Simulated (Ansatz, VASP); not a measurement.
## One calculation of Si2Se, two programs

Contents of INCAR:

```
PREC = Accurate
ENCUT = 600
EDIFF = 1E-6
ISMEAR = 0
SIGMA = 0.1
LREAL = False
LASPH = True
NELM = 100
ALGO = Normal
ISIF = 3
LWAVE = False
LCHARG = False
GGA = PE
IBRION = 2
NSW = 100
EDIFFG = -0.01
```

KPOINTS

```
regular mesh
0
Gamma
  10 10 10
```

File POSCAR:

```
Si2Se
1.0
    0.0000000000      3.7438699526      3.7438699526
    3.7438699526      0.0000000000      3.7438699526
    3.7438699526      3.7438699526      0.0000000000
Si Se
4 2
Direct
    0.1250000000      0.1250000000      0.1250000000
    0.6250000000      0.1250000000      0.1250000000
    0.1250000000      0.1250000000      0.6250000000
    0.1250000000      0.6250000000      0.1250000000
    0.5000000000      0.5000000000      0.5000000000
    0.7500000000      0.7500000000      0.7500000000
```

Input for Ansatz:

```yaml
crystal:
  lattice:
    - [0.0, 3.7438699526, 3.7438699526]
    - [3.7438699526, 0.0, 3.7438699526]
    - [3.7438699526, 3.7438699526, 0.0]
  atoms:
    - { symbol: Si, position: [0.125, 0.125, 0.125] }
    - { symbol: Si, position: [0.625, 0.125, 0.125] }
    - { symbol: Si, position: [0.125, 0.125, 0.625] }
    - { symbol: Si, position: [0.125, 0.625, 0.125] }
    - { symbol: Se, position: [0.5, 0.5, 0.5] }
    - { symbol: Se, position: [0.75, 0.75, 0.75] }
basis:
  ecutwfc: 420
kpoints:
  mp_grid: { grid: [10, 10, 10] }
hamiltonian:
  xc: pbe
scf:
  occupations: { method: gaussian, width: 0.1 }
output:
  forces: true
  stress: true
  eigenvalues: true
relax:
  adjacent_minimum: "off"
  f_tol: 0.01
  max_steps: 80
  cell: { stress_tol: 0.05 }
```

Alike in both runs: task relaxation of cell and atoms; functional PBE; k mesh 10 × 10 × 10; occupations gaussian, width 0.1 eV; no spin polarisation.

```csv
,VASP,Ansatz
version,VASP 6.6.1,Ansatz 0.2.0
potentials or method,"VASP PAW PBE potentials, release 64 (Si, Se), cutoff 600 eV","scalar-relativistic, plane waves, PAW"
valence electrons in the cell,28,48
```

```tsv
	VASP	Ansatz	Ansatz less VASP
gap on the k mesh at the Fermi level, each at its own relaxed structure (eV)	none	none	-
relaxed volume (Å³/atom)	17.47	17.47	+0.003
relaxed cell length with the largest relative difference (Å)	5.292	5.292	+0.0003
```

A gap of «none» marks a metal or a gap that the smearing closes. VASP's potentials hold 28 valence electrons a cell and Ansatz's 48, so a difference there can come from the potentials and not from the codes.
